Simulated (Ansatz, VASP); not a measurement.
# Two plane-wave programs on BeTe

```
Be Te
1.0
     4.10991    0.00000    0.00000
    -2.05495    3.55929    0.00000
     0.00000    0.00000    8.30377
Be Te
2 2
Cartesian
  0.0000 2.3729 2.0759
  2.0550 1.1864 6.2278
  2.0550 1.1864 2.0759
  0.0000 2.3729 6.2278
```

Alike in both runs: task single point; functional r2SCAN; k mesh 6 × 6 × 4; no spin polarisation.

```csv
,VASP,Ansatz
version,VASP 6.6.1,Ansatz 0.2.0
potentials or method,"VASP PAW PBE potentials, release 64 (Be, Te)","plane waves, PAW"
plane-wave cutoff (eV),520,500
occupations,"gaussian, width 0.01 eV",fixed
valence electrons in the cell,16,36
```

VASP gave:

* gap on the k mesh at the Fermi level (eV): 3.11
* pressure (GPa): -2.3
* traceless stress, the component that is largest in VASP (GPa): 1.96

Problem. Estimate Ansatz's values.

Solution. gap on the k mesh at the Fermi level (eV): 3.13; pressure (GPa): -2.3; traceless stress, the component that is largest in VASP (GPa): 2.01.

VASP's potentials were made for PBE, not for r2SCAN. VASP's potentials hold 16 valence electrons a cell and Ansatz's 36, so a difference there can come from the potentials and not from the codes.

Spin-orbit coupling is off throughout.
